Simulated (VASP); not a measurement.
Set up this calculation in VASP 6.6.1, as the native input.

```
Task                   : single point
Functional             : r2SCAN
Potentials or basis    : VASP PAW PBE potentials, release 64 (Ti_sv, Ag)
Cutoff                 : 520 eV
k mesh                 : 10 × 10 × 10
Occupations            : gaussian, width 0.1 eV
Spin                   : no spin polarisation
Dipole correction      : no
Further INCAR settings : ALGO = Normal; EDIFF = 1e-06; NBANDS = 32
```

The system is Ti3Ag.

```
Ti Ag
1.0
     4.16016    0.00000    0.00000
     0.00000    4.16016    0.00000
     0.00000    0.00000    4.15702
Ti Ag
3 1
Direct
  0.00000 0.50000 0.50000
  0.50000 0.00000 0.50000
  0.50000 0.50000 0.00000
  0.00000 0.00000 0.00000
```

This cell differs from its parent crystal: volume scaled by 1.06, then relaxed in part.

These files were run (other wordings do the same):

POSCAR

```
Ti3Ag
1.0
    4.1601578032      0.0000000000      0.0000000000
    0.0000000000      4.1601578032      0.0000000000
    0.0000000000      0.0000000000      4.1570184920
Ti Ag
3 1
Direct
    0.0000000000      0.5000000000      0.5000000000
    0.5000000000      0.0000000000      0.5000000000
    0.5000000000      0.5000000000      0.0000000000
    0.0000000000      0.0000000000      0.0000000000
```

INCAR.step1

```
PREC = Accurate ; ENCUT = 520
ISMEAR = 0 ; SIGMA = 0.1
LREAL = False ; LASPH = True
NELM = 60 ; NBANDS = 32
GGA = PE ; ALGO = Normal
EDIFF = 1E-4 ; LWAVE = True
LCHARG = False
```

INCAR.step2

```
PREC = Accurate ; ENCUT = 520
EDIFF = 1E-6 ; ISMEAR = 0
SIGMA = 0.1 ; LREAL = False
LASPH = True ; NELM = 60
ALGO = Normal ; ISIF = 2
LWAVE = False ; LCHARG = True
METAGGA = R2SCAN ; LMIXTAU = True
LELF = True ; LVHAR = True
NBANDS = 32 ; ISTART = 1
```

KPOINTS

```
Automatic mesh
0
Gamma
  10 10 10
```

Potentials or basis: VASP PAW PBE potentials, release 64 (Ti_sv, Ag).

The run is started by

```sh
$ cat potpaw_PBE.64/Ti_sv/POTCAR potpaw_PBE.64/Ag/POTCAR > POTCAR
$ cp INCAR.step1 INCAR
$ mpirun -np 1 vasp_std > vasp.out
$ cp INCAR.step2 INCAR
$ mpirun -np 1 vasp_std > vasp.out
```

It gave:

| Quantity | Value |
| --- | --- |
| Pressure | -5.9 GPa |

Caveat: the PAW data sets were made with another functional, which shifts forces and pressure a little.

Run time: 20 min on 1 thread of AMD EPYC 7R13, with other jobs on the host, peak memory 0.33 GiB.
